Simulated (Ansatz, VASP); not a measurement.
# Two plane-wave programs on RbMg3Zn

```
Rb Mg Zn
1.0
     4.65805    0.00000    0.00000
     0.00000    4.65805    0.00000
     0.00000    0.00000    4.65805
Rb Mg Zn
1 3 1
Direct
  0.50000 0.50000 0.50000
  0.00000 0.50000 0.00000
  0.00000 0.00000 0.50000
  0.50000 0.00000 0.00000
  0.00000 0.00000 0.00000
```

Change from the starting cell: species swapped into the KPdF3 type (Pm-3m, No. 221).

Alike in both runs: task single point; functional PBE; k mesh 4 × 4 × 4; occupations gaussian, width 0.1 eV; no spin polarisation.

|  | VASP | Ansatz |
| --- | --- | --- |
| version | VASP 6.6.1 | Ansatz 0.2.0 |
| potentials or method | VASP PAW PBE potentials, release 64 (Rb_sv, Mg, Zn), cutoff 520 eV | scalar-relativistic, plane waves, PAW |
| valence electrons in the cell | 27 | 51 |

Ansatz gave:

```
gap on the k mesh at the Fermi level (eV) : none
pressure (GPa)                            : 19.8
```

Problem. Which values does VASP return?

Solution. gap on the k mesh at the Fermi level (eV): none; pressure (GPa): 19.9.

A gap of «none» marks a metal or a gap that the smearing closes. The functional is the same, so the differences come from potentials, cutoffs and numerics. VASP's potentials hold 27 valence electrons a cell and Ansatz's 51, so a difference there can come from the potentials and not from the codes.
